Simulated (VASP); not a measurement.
Runs of VASP 6.6.1 on Sb. The structure is that of space group P6/mmm (No. 191), or close to it. The cells are those of the table. 

| task | cell | k mesh | cutoff (eV) | gap on the mesh (eV) | pressure (GPa) |
| --- | --- | --- | --- | --- | --- |
| single point | a = 5.485, b = 5.485, c = 3.274 Å, angles 90.0, 90.0, 120.0°, 3 atoms | 8 × 8 × 11 | 520 | none | -4.5 |
| single point | a = 5.346, b = 5.346, c = 3.191 Å, angles 90.0, 90.0, 120.0°, 3 atoms | 7 × 7 × 10 | 520 | none | 0.0 |
| single point | a = 5.346, b = 5.346, c = 3.191 Å, angles 90.0, 90.0, 120.0°, 3 atoms | 8 × 8 × 11 | 520 | none | -0.2 |
| relaxation of cell and atoms | relaxed from a = 5.356, b = 5.356, c = 3.283 Å, angles 90.0, 90.0, 120.0°, 3 atoms | 7 × 7 × 10 | 600 | none | 0.0 |
| single point | a = 5.552, b = 5.552, c = 3.313 Å, angles 90.0, 90.0, 120.0°, 3 atoms | 8 × 8 × 11 | 520 | none | -6.1 |
| single point | a = 5.416, b = 5.416, c = 3.233 Å, angles 90.0, 90.0, 120.0°, 3 atoms | 8 × 8 × 11 | 520 | none | -2.6 |
| single point | a = 5.123, b = 5.123, c = 3.058 Å, angles 90.0, 90.0, 120.0°, 3 atoms | 8 × 8 × 11 | 520 | none | (a) |
| single point | a = 5.274, b = 5.274, c = 3.148 Å, angles 90.0, 90.0, 120.0°, 3 atoms | 8 × 8 × 11 | 520 | none | (b) |

Alike in all rows: level PBEsol; potentials or basis VASP PAW PBE potentials, release 64 (Sb); no spin polarisation; smearing fermi-dirac 0.1 eV.

Fill in the values left out.

(a) 11.5; (b) 2.9.

Caveats: the PAW data sets were made with another functional, which shifts forces and pressure a little; spin-orbit coupling is left out, which moves the levels of the heavy elements.

A k mesh can miss the band edges, and the runs leave out spin-orbit coupling on Sb.

A gap of «none» marks levels without a gap at the run's occupations.
